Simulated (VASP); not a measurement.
**Al: single point with PBEsol**

The system is Al.

```
Al
1.0
     2.92950    0.00000    0.00000
    -1.46475    2.53702    0.00000
     0.00000    0.00000    4.41570
Al
2
Cartesian
  1.4648 0.8457 3.3118
  0.0000 1.6913 1.1039
```

```
Program             : VASP 6.6.1
Task                : single point
Functional          : PBEsol
Potentials or basis : VASP PAW PBE potentials, release 64 (Al)
Cutoff              : 520 eV
k mesh              : 18 × 18 × 10
Occupations         : gaussian, width 0.15 eV
Spin                : no spin polarisation
```

```json
{
 "Pressure": "0.3 GPa",
 "Band gap on the k mesh": "zero (band 3 reaches 13.30 eV, above the bottom of band 4 at 4.65 eV)"
}
```

Stress tensor (GPa, compression positive):
```
-1.84  0.00  0.00
 0.00 -1.84  0.00
 0.00  0.00  4.44
```

Levels at points of the mesh, in eV from the Fermi level:
| k point | band 1 | band 2 | band 3 | band 4 | band 5 | band 6 | band 7 |
| --- | --- | --- | --- | --- | --- | --- | --- |
| (0.00, 0.00, 0.00) | -11.16 | -4.12 | -3.37 | 9.31 | 9.31 | 9.99 | 9.99 |
| (0.50, 0.00, 0.00) | -5.70 | -5.37 | 0.71 | 1.68 | 1.93 | 2.34 | 4.68 |
| (0.00, 0.00, 0.50) | -9.28 | -9.28 | 5.03 | 5.03 | 10.80 | 10.80 | 10.80 |
| (0.50, 0.00, 0.50) | -4.05 | -4.05 | -3.34 | -3.34 | 6.30 | 6.30 | 7.51 |

Wall time 15 s on 1 thread of Intel(R) Xeon(R) 6975P-C (Granite Rapids), on a shared host, peak memory 0.19 GiB.

Caveat: the PAW data sets were made with another functional, which shifts forces and pressure a little.
